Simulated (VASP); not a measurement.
Wanted: the native input for a VASP 6.6.1 run.

```
Task                   : single point
Functional             : r2SCAN
Potentials or basis    : VASP PAW PBE potentials, release 64 (Pt)
Cutoff                 : 520 eV
k mesh                 : 16 × 16 × 16
Occupations            : fermi-dirac, width 0.05 eV
Spin                   : collinear spin
Starting moments       : [-0.668, -0.668] μB
Dipole correction      : no
Further INCAR settings : ALGO = Normal; EDIFF = 1e-07; NBANDS = 21
```

Crystal: Pt.

```
Pt
1.0
     0.00000    2.83026    2.83026
     2.83026    0.00000    2.83026
     2.83026    2.83026    0.00000
Pt
2
Direct
  0.12500 0.12500 0.12500
  0.87500 0.87500 0.87500
```

This isn't the form of Pt at room conditions, which is fcc.

One way to write it, as run:

POSCAR

```
Pt
1.0
    0.0000000000      2.8302625413      2.8302625413
    2.8302625413      0.0000000000      2.8302625413
    2.8302625413      2.8302625413      0.0000000000
Pt
2
Direct
    0.1250000000      0.1250000000      0.1250000000
    0.8750000000      0.8750000000      0.8750000000
```

INCAR.step1

```
SYSTEM = Pt
ALGO     = Normal         ! electronic algorithm
EDIFF    = 1E-4           ! SCF threshold, eV
ENCUT    = 520            ! plane-wave cutoff, eV
GGA      = PE             ! functional
ISMEAR   = -1             ! smearing method
ISPIN    = 2              ! spin polarisation
LASPH    = .TRUE.         ! aspherical terms in the spheres
LCHARG   = .FALSE.        ! write CHGCAR
LMAXMIX  = 4              ! l up to which the mixer works
LREAL    = .FALSE.        ! projectors in reciprocal space
LWAVE    = .TRUE.         ! write WAVECAR
MAGMOM   = -0.668 -0.668  ! initial moments
NBANDS   = 21             ! bands
NELM     = 150            ! most SCF steps
PREC     = Accurate       ! precision mode
SIGMA    = 0.05           ! smearing width, eV
```

INCAR.step2

```
SYSTEM = Pt
ALGO     = Normal         ! electronic algorithm
EDIFF    = 1E-7           ! SCF threshold, eV
ENCUT    = 520            ! plane-wave cutoff, eV
ISIF     = 2              ! what is computed and relaxed
ISMEAR   = -1             ! smearing method
ISPIN    = 2              ! spin polarisation
ISTART   = 1            
LASPH    = .TRUE.         ! aspherical terms in the spheres
LCHARG   = .FALSE.        ! write CHGCAR
LMAXMIX  = 4              ! l up to which the mixer works
LMIXTAU  = .TRUE.       
LORBIT   = 11             ! projections on sites
LREAL    = .FALSE.        ! projectors in reciprocal space
LWAVE    = .FALSE.        ! write WAVECAR
MAGMOM   = -0.668 -0.668  ! initial moments
METAGGA  = R2SCAN         ! meta-GGA
NBANDS   = 21             ! bands
NELM     = 150            ! most SCF steps
PREC     = Accurate       ! precision mode
SIGMA    = 0.05           ! smearing width, eV
```

KPOINTS

```
k-points
0
G
  16 16 16
  0 0 0
```

Potentials or basis: VASP PAW PBE potentials, release 64 (Pt).

The run is started by

```sh
$ cat potpaw_PBE.64/Pt/POTCAR > POTCAR
$ cp INCAR.step1 INCAR
$ mpirun -np 1 vasp_std > vasp.out
$ cp INCAR.step2 INCAR
$ mpirun -np 1 vasp_std > vasp.out
```

Results of the run:

The pressure is 4.5 GPa. The band gap on the k mesh is zero (filled and empty bands overlap), the net moment is 0.00 μB per cell and the valence electrons inside the program's atomic spheres are Pt 9.29.

Caveat: the cell stands under pressure; the PAW data sets were made with another functional, which shifts forces and pressure a little; spin-orbit coupling is left out, which moves the levels of the heavy elements.

Run time: 18 min on 1 thread of Intel(R) Xeon(R) Platinum 8259CL CPU @ 2.50GHz (Skylake/Cascade Lake) (shared host), peak memory 0.33 GiB.
